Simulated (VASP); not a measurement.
Here is a VASP 6.6.1 calculation.

File POSCAR:

```
Cl
1.0
    3.0964322205     -2.2152535759      0.0000000000
    3.0964322205      2.2152535759      0.0000000000
    0.0000000000      0.0000000000      8.0832141591
Cl
4
Direct
    0.8785372648      0.1214627352      0.1048237573
    0.6214627352      0.3785372648      0.6048237573
    0.1214627352      0.8785372648      0.8951762427
    0.3785372648      0.6214627352      0.3951762427
```

The input INCAR.step1:

```
SYSTEM = Cl
ALGO = Normal
EDIFF = 1E-4
ENCUT = 520
GGA = PE
ISMEAR = -1
LASPH = .True.
LCHARG = .False.
LREAL = .False.
LWAVE = .True.
NBANDS = 22
NELM = 80
PREC = Accurate
SIGMA = 0.02
```

File INCAR.step2:

```
SYSTEM = Cl
ALGO = Normal
EDIFF = 1E-6
ENCUT = 520
ISIF = 2
ISMEAR = -1
ISTART = 1
LASPH = .True.
LCHARG = .False.
LMIXTAU = .True.
LREAL = .False.
LWAVE = .False.
METAGGA = R2SCAN
NBANDS = 22
NELM = 80
PREC = Accurate
SIGMA = 0.02
```

KPOINTS

```
k-points
0
Gamma
  6 6 3
  0 0 0
```

Potentials or basis: VASP PAW PBE potentials, release 64 (Cl).

Run with:

```console
$ cat potpaw_PBE.64/Cl/POTCAR > POTCAR
$ cp INCAR.step1 INCAR
$ mpirun -np 1 vasp_std > vasp.out
$ cp INCAR.step2 INCAR
$ mpirun -np 1 vasp_std > vasp.out
```

Q: Predict the largest force.

A: 0.197 eV/Å.

Q: Estimate the pressure.

A: -0.4 GPa.

Stress tensor (GPa, compression positive):
```
 0.27  0.00  0.00
 0.00 -0.61  0.00
 0.00  0.00 -0.96
```

Caveat: the PAW data sets were made with another functional, which shifts forces and pressure a little.
